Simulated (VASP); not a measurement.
# PbS (P1) in VASP: relaxation of cell and atoms with PBE

Aim: the relaxation of cell and atoms of PbS with PBE.

Program: VASP 6.6.1. These are calculated values, not measurements. Logs are shortened: lines on timing, memory, paths and dates and some standing lists are left out, and cuts for length are marked.

### Step 1. The cell of the first run

The typed cell holds 8 atoms: a = 4.304 Å, b = 7.345 Å, c = 7.142 Å, α = 107.54°, β = 89.47°, γ = 88.84°.

### Step 2. Relaxation of cell and atoms, PBE

The input, INCAR:

```
ALGO     = Normal         # electronic algorithm
EDIFF    = 1E-6           # SCF threshold, eV
EDIFFG   = -0.025         # ionic threshold
ENCUT    = 600            # plane-wave cutoff, eV
GGA      = PE             # functional
IBRION   = 2              # ionic algorithm
ISIF     = 3              # what is computed and relaxed
ISMEAR   = 0              # smearing method
LASPH    = T              # aspherical terms in the spheres
LCHARG   = F              # write CHGCAR
LREAL    = F              # projectors in reciprocal space
LWAVE    = F              # write WAVECAR
NELM     = 100            # most SCF steps
NSW      = 80             # ionic steps
PREC     = Accurate       # precision mode
SIGMA    = 0.1            # smearing width, eV
```

The input, KPOINTS:

```
k-points
0
Gamma
  4 2 2
```

The input, POSCAR:

```
PbS
1.0
   -2.1889473411     -2.1683447850      3.0048471195
   -6.3963079920      1.9537039334     -3.0360303352
    1.9743064895     -6.2015353733     -2.9420250387
Pb S
4 4
Direct
    0.4836151104      0.7617420896      0.7318523911
   -0.0283442365      0.2313729618      0.7470623192
    0.0082140593      0.7829317352      0.2570949863
    0.4792229002      0.2553836443      0.2551518540
    0.0070821470     -0.0079445320     -0.0033062833
    0.5309406252      0.4671689486      1.0170960252
    0.4976861277      1.0247095994      0.5085197142
    0.0215832667      0.4846355531      0.4865289934
```

Potentials or basis: VASP PAW PBE potentials, release 64 (Pb_d, S).

The run is started by

```console
> cat potpaw_PBE.64/Pb_d/POTCAR potpaw_PBE.64/S/POTCAR > POTCAR
> mpirun -np 1 vasp_std > vasp.out
```

OUTCAR:

```text
EDIFF = 1E-6
   EDIFFG = -0.025
   ENCUT = 600
   GGA = PE
   IBRION = 2
   ISIF = 3
   ISMEAR = 0
   LASPH = T
   LREAL = F
   NELM = 100
   NSW = 80
   PREC = Accurate

 ion  position               nearest neighbor table
   1  0.484  0.762  0.732-   7 2.85   5 2.92   8 3.04   5 3.13   8 3.19   6 3.39   3 4.02   2 4.03
                             2 4.05   3 4.10
   2  0.972  0.231  0.747-   7 2.83   6 2.85   5 2.86   7 2.93   8 3.01   6 3.28   3 4.02   1 4.03
                             1 4.05
   3  0.008  0.783  0.257-   5 2.75   7 3.01   7 3.02   8 3.11   6 3.22   6 3.27   2 4.02   1 4.02
                             4 4.06   1 4.10   4 4.12
   4  0.479  0.255  0.255-   6 2.64   8 2.75   7 2.83   5 3.06   8 3.09   5 3.15   3 4.06   3 4.12

   5  0.007  0.992  0.997-   3 2.75   2 2.86   1 2.92   4 3.06   1 3.13   4 3.15
   6  0.531  0.467  0.017-   4 2.64   2 2.85   3 3.22   3 3.27   2 3.28   1 3.39
   7  0.498  0.025  0.509-   4 2.83   2 2.83   1 2.85   2 2.93   3 3.01   3 3.02
   8  0.022  0.485  0.487-   4 2.75   2 3.01   1 3.04   4 3.09   3 3.11   1 3.19

  LATTYP: Found a triclinic cell.
 ALAT       =     4.3037560085
 B/A-ratio  =     2.6026702618
 C/A-ratio  =     2.2493125037
 COS(alpha) =     0.0011234805
 COS(beta)  =     0.4668341043
 COS(gamma) =     0.7551226611

  Lattice vectors:

 A1 = (   2.1889473411,   2.1683447850,  -3.0048471195)
 A2 = (  -2.0184133098,   6.2903935034,  -9.0457245742)
 A3 = (   6.6109488436,   6.4161762249,   2.9732082544)

Analysis of symmetry for initial positions (statically):
=====================================================================
 Subroutine PRICEL returns:
 Original cell was already a primitive cell.

 Routine SETGRP: Setting up the symmetry group for a
 triclinic supercell.

 Subroutine GETGRP returns: Found  1 space group operations
 (whereof  1 operations were pure point group operations)
 out of a pool of  2 trial point group operations.

The static configuration has the point symmetry C_1 .

Analysis of symmetry for dynamics (positions and initial velocities):
=====================================================================
 Subroutine PRICEL returns:
 Original cell was already a primitive cell.

 Routine SETGRP: Setting up the symmetry group for a
 triclinic supercell.

 Subroutine GETGRP returns: Found  1 space group operations
 (whereof  1 operations were pure point group operations)
 out of a pool of  2 trial point group operations.

The dynamic configuration has the point symmetry C_1 .

 Subroutine INISYM returns: Found  1 space group operations
 (whereof  1 operations are pure point group operations),
 and found     1 'primitive' translations

----------------------------------------------------------------------------------------

                                     Primitive cell

  volume of cell :     215.1994

  direct lattice vectors                    reciprocal lattice vectors
    -2.188947341 -2.168344785  3.004847119    -0.114200588 -0.115298441  0.166402526
    -6.396307992  1.953703933 -3.036030335    -0.116236351  0.002358040 -0.082973342
     1.974306489 -6.201535373 -2.942025039     0.003311250 -0.120193834 -0.084321602

  length of vectors
     4.303756008  7.344875437  7.142299240     0.232433444  0.142832158  0.146859302

  position of ions in fractional coordinates (direct lattice)
     0.483615110  0.761742090  0.731852391
     0.971655764  0.231372962  0.747062319
     0.008214059  0.782931735  0.257094986
     0.479222900  0.255383644  0.255151854
     0.007082147  0.992055468  0.996693717
     0.530940625  0.467168949  0.017096025
     0.497686128  0.024709599  0.508519714
     0.021583267  0.484635553  0.486528993

  ion indices of the primitive-cell ions
   primitive index   ion index
                 1           1
                 2           2
                 3           3
                 4           4
                 5           5
                 6           6
                 7           7
                 8           8

----------------------------------------------------------------------------------------

 KPOINTS: k-points

Automatic generation of k-mesh.
 Grid dimensions read from file:
 generate k-points for:    4    2    2

 Generating k-lattice:

  Cartesian coordinates                     Fractional coordinates (reciprocal lattice)
    -0.028550147 -0.028824610  0.041600632     0.250000000 -0.000000000  0.000000000
    -0.058118176  0.001179020 -0.041486671    -0.000000000  0.500000000  0.000000000
     0.001655625 -0.060096917 -0.042160801    -0.000000000  0.000000000  0.500000000

  Length of vectors
     0.058108361  0.071416079  0.073429651

  Shift w.r.t. Gamma in fractional coordinates (k-lattice)
     0.000000000  0.000000000  0.000000000

 Subroutine IBZKPT returns following result:
 ===========================================

 Found     12 irreducible k-points:

 Following reciprocal coordinates:
            Coordinates               Weight
  0.000000  0.000000  0.000000      1.000000
  0.250000  0.000000 -0.000000      2.000000
  0.500000  0.000000 -0.000000      1.000000
  0.000000  0.500000  0.000000      1.000000
  0.250000  0.500000  0.000000      2.000000
  0.500000  0.500000  0.000000      1.000000
  0.000000  0.000000  0.500000      1.000000
  0.250000 -0.000000  0.500000      2.000000
  0.500000  0.000000  0.500000      1.000000
  0.000000  0.500000  0.500000      1.000000
  0.250000  0.500000  0.500000      2.000000
  0.500000  0.500000  0.500000      1.000000
   k-points           NKPTS =     12   k-points in BZ     NKDIM =     12   number of bands    NBANDS=     48
   number of dos      NEDOS =    301   number of ions     NIONS =      8
   total plane-waves  NPLWV = 129600
   dimension x,y,z NGX =    36 NGY =   60 NGZ =   60
   dimension x,y,z NGXF=    72 NGYF=  120 NGZF=  120
   ions per type =               4   4
   NGX,Y,Z   is equivalent  to a cutoff of  13.91, 13.58, 13.97 a.u.
   NGXF,Y,Z  is equivalent  to a cutoff of  27.81, 27.16, 27.93 a.u.
 SYSTEM =  unknown system
   PREC   = accura    normal or accurate (medium, high low for compatibility)
   ISTART =      0    job   : 0-new  1-cont  2-samecut
   ICHARG =      2    charge: 1-file 2-atom 10-const
   ISPIN  =      1    spin polarized calculation?
   LNONCOLLINEAR =      F non collinear calculations
   LSORBIT =      F    spin-orbit coupling
   LASPH  =      T    aspherical Exc in radial PAW
   ENCUT  =  600.0 eV  44.10 Ry    6.64 a.u.   8.60 14.67 14.26*2*pi/ulx,y,z
   NELM   =    100;   NELMIN=  2; NELMDL= -5     # of ELM steps
   EDIFF  = 0.1E-05   stopping-criterion for ELM
   LREAL  =      F    real-space projection
   EDIFFG = -.3E-01   stopping-criterion for IOM
   NSW    =     80    number of steps for IOM
   IBRION =      2    ionic relax: 0-MD 1-quasi-New 2-CG
   NFREE  =      1    steps in history (QN), initial steepest desc. (CG)
   ISIF   =      3    stress and relaxation
   ISYM   =      2    0-nonsym 1-usesym 2-fastsym
   POTIM  = 0.5000    time-step for ionic-motion
   TEBEG  =    0.0;   TEEND  =   0.0 temperature during run
   PSTRESS=    0.0 pullay stress
   NELECT =      80.0000    total number of electrons
   NUPDOWN=      -1.0000    fix difference up-down
   EMIN   =  10.00;   EMAX   =-10.00  energy-range for DOS
   EFERMI =   0.00;   METHOD = LEGACY
   ISMEAR =     0;   SIGMA  =   0.10  broadening in eV -4-tet -1-fermi 0-gaus
   EFERMI_NEDOS =   21; number of points for ismear=-14 and -15
   IALGO  =     38    algorithm
   IMIX   =      4    mixing-type and parameters
     AMIX     =   0.40;   BMIX     =  1.00
     AMIX_MAG =   1.60;   BMIX_MAG =  1.00
  volume/ion in A,a.u.               =      26.90       181.53
  Fermi-wavevector in a.u.,A,eV,Ry     =   1.177130  2.224453 18.852715  1.385635
  Thomas-Fermi vector in A             =   2.313482
   LORBIT       =      0    0 simple, 1 ext, 2 COOP (PROOUT), +10 PAW based schemes
   GGA     = PE    functional components
   LHFCALC =     F    Hartree Fock is set to
   AEXX    =    0.0000 exact exchange contribution
   IVDW    =     0    specifies the selected vdW correction
   LEPSILON=     F    determine dielectric tensor
   LRPA    =     F    only Hartree local field effects (RPA)
 conjugate gradient relaxation of ions
 non-spin polarized calculation
 Gauss-broadening in eV      SIGMA  =   0.10
  energy-cutoff  :      600.00
  volume of cell :      215.20
 maximum number of plane-waves:      7218
 NGX is ok and might be reduce to    36
   NGX = 17   NGY = 29   NGZ = 29

--------------------------------------- Ionic step        1  -------------------------------------------

 number of electron      80.0000002 magnetization

 Free energy of the ion-electron system (eV)
  ---------------------------------------------------
  ext. energy  EPLUGINS =         0.00000000
  ---------------------------------------------------
  free energy    TOTEN  =       -34.29794127 eV

  energy without entropy =      -34.29625964  energy(sigma->0) =      -34.29710046

------------------------ aborting loop because EDIFF is reached ----------------------------------------

  FORCE on cell =-STRESS in cart. coord.  units (eV):
  Direction    XX          YY          ZZ          XY          YZ          ZX
  --------------------------------------------------------------------------------------
  -------------------------------------------------------------------------------------
  Total        2.5646541      4.5109686      2.2938674     -4.9446788      0.3173474     -0.4764478
  in kB       19.0940642     33.5845379     17.0780344    -36.8135466      2.3626779     -3.5471934
  external PRESSURE =      23.2522121 kB  Pullay stress =       0.0000000 kB
[... 107 lines left out ...]
  FREE ENERGIE OF THE ION-ELECTRON SYSTEM (eV)
  ---------------------------------------------------
  free  energy   TOTEN  =       -34.7070163662 eV

  energy  without entropy=      -34.7070152523  energy(sigma->0) =      -34.70701581

[... ionic steps 4 to 31 ...]

--------------------------------------- Ionic step       32  -------------------------------------------

 number of electron      79.9999998 magnetization

------------------------ aborting loop because EDIFF is reached ----------------------------------------

  FORCE on cell =-STRESS in cart. coord.  units (eV):
  Direction    XX          YY          ZZ          XY          YZ          ZX
  --------------------------------------------------------------------------------------
  -------------------------------------------------------------------------------------
  Total       -0.0588592     -0.0544794      0.0624768      0.0917213      0.0357148     -0.0109081
  in kB       -0.4279124     -0.3960709      0.4542124      0.6668228      0.2596504     -0.0793030
  external PRESSURE =      -0.1232570 kB  Pullay stress =       0.0000000 kB
[... 69 lines left out ...]
  energy  without entropy=      -35.0069158014  energy(sigma->0) =      -35.00691580

--------------------------------------- Ionic step       34  -------------------------------------------

 number of electron      79.9999998 magnetization

 Free energy of the ion-electron system (eV)
  ---------------------------------------------------
  ext. energy  EPLUGINS =         0.00000000
  ---------------------------------------------------
  free energy    TOTEN  =       -35.00737607 eV

  energy without entropy =      -35.00737607  energy(sigma->0) =      -35.00737607

 E-fermi :   5.3665     XC(G=0):  -9.4173

 val. band max:        4.9342193889   @ k =   0.0000   0.0000   0.0000
 cond. band min:       5.8105004284   @ k =   0.0000   0.0000   0.0000
 fundamental gap:      0.8762810395
 Fermi energy:         5.3664770387

 k-point     1 :       0.0000    0.0000    0.0000
  band No.  band energies     occupation
      1     -11.6948      2.00000
      2     -11.6092      2.00000
      3     -11.6078      2.00000
      4     -11.6027      2.00000
      5     -11.5964      2.00000
      6     -11.5960      2.00000
[... 636 lines left out ...]
  FREE ENERGIE OF THE ION-ELECTRON SYSTEM (eV)
  ---------------------------------------------------
  free  energy   TOTEN  =       -35.0073760716 eV

  energy  without entropy=      -35.0073760716  energy(sigma->0) =      -35.00737607

 reached required accuracy - stopping structural energy minimisation
```

It took 26 min on 1 thread of Intel Xeon 6975P-C (Granite Rapids), shared host; peak memory 0.42 GiB.

What came out:

```yaml
Free_energy: -35.0074 eV
Relaxed_volume: 27.54 Å³/atom
Relaxed_cell: a = 4.294 Å, b = 7.368 Å, c = 7.361 Å, α = 108.86°, β = 90.65°, γ = 90.87°
Space_group_after_relaxing_to_0.1_Å: I4mm (No. 107)
Energy_gained_by_relaxing: 88.7 meV/atom
Ionic_steps: 34
Pressure_after_relaxing: 0.0 GPa
Largest_force_after_relaxing: 0.024 eV/Å
Band_gap_on_the_k_mesh: 0.88 eV
```

Forces on the atoms (eV/Å):
```
Pb   0.004 -0.015  0.019
Pb  -0.011 -0.009 -0.008
Pb  -0.009 -0.005  0.013
Pb   0.009 -0.011  0.009
S    0.006  0.014 -0.007
S    0.004  0.000 -0.011
S   -0.008  0.004 -0.011
S    0.003  0.022 -0.004
```

The path:
| step | energy change (eV) | largest force (eV/Å) | pressure (GPa) | volume (Å³) |
| --- | --- | --- | --- | --- |
| 1 | 0.0000 | 1.3897 | 2.33 | 215.20 |
| 2 | -0.4044 | 0.7901 | -1.25 | 227.38 |
| 3 | -0.4091 | 0.7512 | -1.54 | 228.80 |
| 4 | -0.5573 | 0.5444 | -0.43 | 222.65 |
| 5 | -0.6026 | 0.3503 | 0.86 | 216.96 |
| 6 | -0.6663 | 0.2015 | 0.23 | 218.98 |
| 7 | -0.6683 | 0.1883 | 0.12 | 219.41 |
| 8 | -0.6788 | 0.1277 | -0.15 | 220.39 |
| 9 | -0.6837 | 0.1024 | -0.47 | 221.61 |
| 10 | -0.6901 | 0.1151 | -0.10 | 219.91 |
| 11 | -0.6911 | 0.1238 | 0.12 | 218.97 |
| 12 | -0.6932 | 0.1030 | 0.08 | 219.10 |
| 13 | -0.6951 | 0.0727 | 0.01 | 219.36 |
| 14 | -0.6971 | 0.0601 | -0.04 | 219.57 |
| 15 | -0.6978 | 0.0535 | -0.09 | 219.74 |
| 16 | -0.6979 | 0.0533 | -0.10 | 219.80 |
| 17 | -0.6994 | 0.0451 | 0.07 | 219.13 |
| 18 | -0.6998 | 0.0397 | 0.20 | 218.61 |
| 19 | -0.7009 | 0.0365 | 0.15 | 218.87 |
| 20 | -0.7020 | 0.0471 | 0.04 | 219.40 |
| 21 | -0.7021 | 0.0549 | 0.00 | 219.59 |
| 22 | -0.7027 | 0.0533 | -0.02 | 219.71 |
| 23 | -0.7036 | 0.0497 | -0.08 | 220.08 |
| 24 | -0.7043 | 0.0478 | -0.03 | 219.86 |
| 25 | -0.7053 | 0.0416 | 0.16 | 219.20 |
| 26 | -0.7057 | 0.0386 | 0.14 | 219.33 |
| 27 | -0.7067 | 0.0444 | 0.07 | 219.72 |
| 28 | -0.7065 | 0.0616 | -0.03 | 220.49 |
| 29 | -0.7069 | 0.0508 | 0.02 | 220.03 |
| 30 | -0.7076 | 0.0457 | -0.01 | 220.24 |
| 31 | -0.7081 | 0.0359 | -0.10 | 220.74 |
| 32 | -0.7088 | 0.0298 | -0.01 | 220.38 |
| 33 | -0.7090 | 0.0344 | 0.06 | 220.09 |
| 34 | -0.7094 | 0.0244 | 0.01 | 220.33 |

Final structure:
```
Pb S
1.0
    -2.11942   -2.12503    3.07112
    -6.35164    2.12519   -3.07010
     2.11129   -6.35470   -3.05662
Pb S
4 4
Cartesian
  -4.2408 -4.2236 -3.1954
  -2.1180 -6.3457 -0.1072
  -6.3472 -2.1061 -0.1250
  -2.1268 -2.1081 -0.1249
  -4.2461 -4.2496 -6.0044
  -2.1237 -6.3591 -2.9211
  -6.3511 -2.1196 -2.9334
  -2.1259 -2.1359 -2.9376
```

Caveat: the k points lie up to 0.45 Å⁻¹ apart in the final cell; spin-orbit coupling is left out, which moves the levels of the heavy elements. A k mesh can miss the band edges.
